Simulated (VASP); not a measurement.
**Fe: single point with PBE**

Fe:

```
Fe
1.0
     0.00000    1.76350    1.76350
     1.76350    0.00000    1.76350
     1.76350    1.76350    0.00000
Fe
1
Direct
  0.00000 0.00000 0.00000
```

| Item | Value |
| --- | --- |
| Program | VASP 6.6.1 |
| Task | single point |
| Functional | PBE |
| Potentials or basis | VASP PAW PBE potentials, release 64 (Fe) |
| Cutoff | 520 eV |
| k mesh | 11 × 11 × 11 |
| Occupations | fermi-dirac, width 0.1 eV |
| Spin | collinear spin, ferromagnetic start |
| Starting moments | [1.32] μB |
| Fixed moment | 1.32 μB |

```yaml
Pressure: -5.3 GPa
Net_moment: 1.32 μB per cell
Site_moments: Fe +1.31 μB
Valence_electrons_inside_the_program's_atomic_spheres: Fe 7.34
```

Wall time 22 s on 1 thread of Intel Xeon 8259CL (shared host), peak memory 0.14 GiB.

Caveat: the total moment is fixed, so each spin has its own Fermi level.
